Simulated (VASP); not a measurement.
# Ga3Sb (I4/mmm) in VASP: further runs, part 3 of 3

VASP 6.6.1.

## (5) Single point, PBEsol+D3(BJ) (20.39 Å³/atom)

This run uses another cell than the first one, of 20.39 Å³/atom.

File INCAR:

```
PREC = Accurate
ENCUT = 520
EDIFF = 1E-6
ISMEAR = 0
SIGMA = 0.15
LREAL = False
LASPH = True
NELM = 60
ALGO = Fast
ISIF = 2
LWAVE = False
LCHARG = True
GGA = PS
IVDW = 12
LELF = True
LVHAR = True
NBANDS = 30
```

File KPOINTS:

```
Automatic mesh
0
Gamma
  14 14 14
```

File POSCAR:

```
Ga3Sb
1.0
   -2.1858970803      2.1858970803      4.2681826391
    2.1858970803     -2.1858970803      4.2681826391
    2.1858970803      2.1858970803     -4.2681826391
Ga Sb
3 1
Direct
    0.7500000000      0.2500000000      0.5000000000
    0.2500000000      0.7500000000      0.5000000000
    0.5000000000      0.5000000000      0.0000000000
    0.0000000000      0.0000000000      0.0000000000
```

Potentials or basis: VASP PAW PBE potentials, release 64 (Ga_d, Sb).

On the command line:

```bash
$ cat potpaw_PBE.64/Ga_d/POTCAR potpaw_PBE.64/Sb/POTCAR > POTCAR
$ mpirun -np 1 vasp_std > vasp.out
```

OUTCAR:

```text
PREC = Accurate
   ENCUT = 520
   EDIFF = 1E-6
   ISMEAR = 0
   LREAL = False
   LASPH = True
   NELM = 60
   ISIF = 2
   GGA = PS
   IVDW = 12
 IVDW          = 12

 ion  position               nearest neighbor table
   1  0.750  0.250  0.500-   4 3.05   4 3.05   4 3.05   4 3.05
   2  0.250  0.750  0.500-   4 3.05   4 3.05   4 3.05   4 3.05
   3  0.500  0.500  0.000-   4 3.09   4 3.09   4 3.09   4 3.09
   4  0.000  0.000  0.000-   1 3.05   2 3.05   1 3.05   2 3.05   1 3.05   2 3.05   1 3.05   2 3.05
                             3 3.09   3 3.09   3 3.09   3 3.09

  LATTYP: Found a body centered tetragonal cell.
 ALAT       =     4.3717941606
 C/A-ratio  =     1.9526000000

  Lattice vectors:

 A1 = (  -2.1858970803,   2.1858970803,   4.2681826391)
 A2 = (   2.1858970803,  -2.1858970803,   4.2681826391)
 A3 = (   2.1858970803,   2.1858970803,  -4.2681826391)

Analysis of symmetry for initial positions (statically):
=====================================================================
 Subroutine PRICEL returns:
 Original cell was already a primitive cell.

 Routine SETGRP: Setting up the symmetry group for a
 body centered tetragonal supercell.

 Subroutine GETGRP returns: Found 16 space group operations
 (whereof 16 operations were pure point group operations)
 out of a pool of 16 trial point group operations.

The static configuration has the point symmetry D_4h.

Analysis of symmetry for dynamics (positions and initial velocities):
=====================================================================
 Subroutine PRICEL returns:
 Original cell was already a primitive cell.

 Routine SETGRP: Setting up the symmetry group for a
 body centered tetragonal supercell.

 Subroutine GETGRP returns: Found 16 space group operations
 (whereof 16 operations were pure point group operations)
 out of a pool of 16 trial point group operations.

The dynamic configuration has the point symmetry D_4h.

 Subroutine INISYM returns: Found 16 space group operations
[... 120 lines left out ...]
     AMIX     =   0.40;   BMIX     =  1.00
     AMIX_MAG =   1.60;   BMIX_MAG =  1.00
  volume/ion in A,a.u.               =      20.39       137.63
  Fermi-wavevector in a.u.,A,eV,Ry     =   1.332616  2.518278 24.162104  1.775865
  Thomas-Fermi vector in A             =   2.461537
   LORBIT       =      0    0 simple, 1 ext, 2 COOP (PROOUT), +10 PAW based schemes
   GGA     = PS    functional components
   LHFCALC =     F    Hartree Fock is set to
   AEXX    =    0.0000 exact exchange contribution
   IVDW    =    12    specifies the selected vdW correction
   LEPSILON=     F    determine dielectric tensor
   LRPA    =     F    only Hartree local field effects (RPA)
 non-spin polarized calculation
 RMM-DIIS sequential band-by-band and
 Gauss-broadening in eV      SIGMA  =   0.15
  energy-cutoff  :      520.00
  volume of cell :       81.58
 maximum number of plane-waves:      2232
   NGX = 19   NGY = 19   NGZ = 19

 number of electron      44.0000022 magnetization

 Free energy of the ion-electron system (eV)
  ---------------------------------------------------
  ext. energy  EPLUGINS =         0.00000000
  ---------------------------------------------------
  free energy    TOTEN  =       -14.31249964 eV

  energy without entropy =      -14.29230974  energy(sigma->0) =      -14.30240469

 E-fermi :   6.6601     XC(G=0): -10.9908

 val. band max:        6.6563169016   @ k =  -0.3571   0.1429   0.0000
 cond. band min:       6.6629532187   @ k =  -0.0714  -0.3571   0.0714
 fundamental gap:      0.0066363171
 Fermi energy:         6.6601027237

 k-point     1 :       0.0000    0.0000    0.0000
  band No.  band energies     occupation
      1      -8.2820      2.00000
      2      -8.2448      2.00000
      3      -8.2251      2.00000
      4      -8.1878      2.00000
      5      -8.1878      2.00000
      6      -8.1875      2.00000
[... 781 lines left out ...]
     29      12.0693      0.00000
     30      14.4570      0.00000

 [... further k-points ...]

------------------------ aborting loop because EDIFF is reached ----------------------------------------

 Edisp (eV)   -1.43941

 E8    (eV) :    -0.9949

  FORCE on cell =-STRESS in cart. coord.  units (eV):
  Direction    XX          YY          ZZ          XY          YZ          ZX
  --------------------------------------------------------------------------------------
  -------------------------------------------------------------------------------------
  Total      -0.93488    -0.93488    -1.20657     0.00000     0.00000     0.00000
  in kB     -18.36123   -18.36123   -23.69743     0.00000     0.00000     0.00000
  external pressure =      -20.14 kB  Pullay stress =        0.00 kB

 VOLUME and BASIS-vectors are now :
 -----------------------------------------------------------------------------
  energy-cutoff  :      520.00
  volume of cell :       81.58
      direct lattice vectors                 reciprocal lattice vectors
    -2.185897080  2.185897080  4.268182639     0.000000000  0.228739040  0.117145877
     2.185897080 -2.185897080  4.268182639     0.228739040  0.000000000  0.117145877
     2.185897080  2.185897080 -4.268182639     0.228739040  0.228739040  0.000000000

 POSITION                                       TOTAL-FORCE (eV/Angst)
 -----------------------------------------------------------------------------------
      0.00000      2.18590      2.13409         0.000000     -0.000000     -0.000000
      2.18590      0.00000      2.13409         0.000000      0.000000      0.000000
      0.00000      0.00000      4.26818        -0.000000     -0.000000     -0.000000
      0.00000      0.00000      0.00000        -0.000000     -0.000000     -0.000000
 -----------------------------------------------------------------------------------
    total drift:                               -0.000000     -0.000000      0.000000

  FREE ENERGIE OF THE ION-ELECTRON SYSTEM (eV)
  ---------------------------------------------------
  free  energy   TOTEN  =       -15.7519102665 eV

  energy  without entropy=      -15.7317203643  energy(sigma->0) =      -15.74181532
```

It took 21 min on 1 thread of Oxide Virtual Turin-like, shared host; peak memory 0.59 GiB.

Results:

```yaml
Free_energy: -15.7519 eV
Pressure: -2.0 GPa
Band_gap_on_the_k_mesh: zero (bands 22 and 23 overlap by 4.81 eV)
Dispersion_energy_per_atom: -0.360 eV
```

Stress tensor (GPa, compression positive):
```
-1.84  0.00  0.00
 0.00 -1.84  0.00
 0.00  0.00 -2.37
```

Levels at points of the mesh, in eV from the Fermi level:
```tsv
k point	band 20	band 21	band 22	band 23	band 24	band 25
(0.00, 0.00, 0.00)	-2.25	-2.01	-2.01	-0.60	-0.60	0.33
(0.50, 0.00, 0.00)	-1.57	-1.01	-0.77	-0.22	2.09	3.22
(0.50, 0.50, 0.00)	-5.10	-4.60	0.65	0.71	1.11	1.47
(0.50, 0.50, 0.50)	-3.68	-3.11	2.70	3.59	3.59	4.07
```

Caveat: the PAW data sets were made with another functional, which shifts forces and pressure a little; spin-orbit coupling is left out, which moves the levels of the heavy elements.

## (6) Summary

```tsv
cell	further INCAR settings	gap on the mesh (eV)	pressure (GPa)
a = 5.481 Å, angles 137.1, 137.1, 62.2°, 4 atoms	ALGO = Fast; EDIFF = 1e-06; NBANDS = 30	none	3.1
a = 5.131 Å, angles 131.0, 131.0, 71.8°, 4 atoms	ALGO = Fast; EDIFF = 1e-07; NBANDS = 30	none	3.0
a = 5.846 Å, angles 140.1, 140.1, 57.7°, 4 atoms	ALGO = Fast; EDIFF = 1e-07; NBANDS = 30	none	-1.8
a = 5.270 Å, angles 131.0, 131.0, 71.8°, 4 atoms	ALGO = Fast; EDIFF = 1e-06; NBANDS = 30	none	-2.0
```

Alike in all rows: task single point; level PBEsol+D3(BJ); potentials or basis VASP PAW PBE potentials, release 64 (Ga_d, Sb); no spin polarisation; k mesh 14 × 14 × 14; cutoff (eV) 520; smearing gaussian 0.15 eV.

Caveats: the PAW data sets were made with another functional, which shifts forces and pressure a little; spin-orbit coupling is left out, which moves the levels of the heavy elements; the cell stands under pressure (at least some runs).

Absolute energies hang on the potentials; compare differences alone.
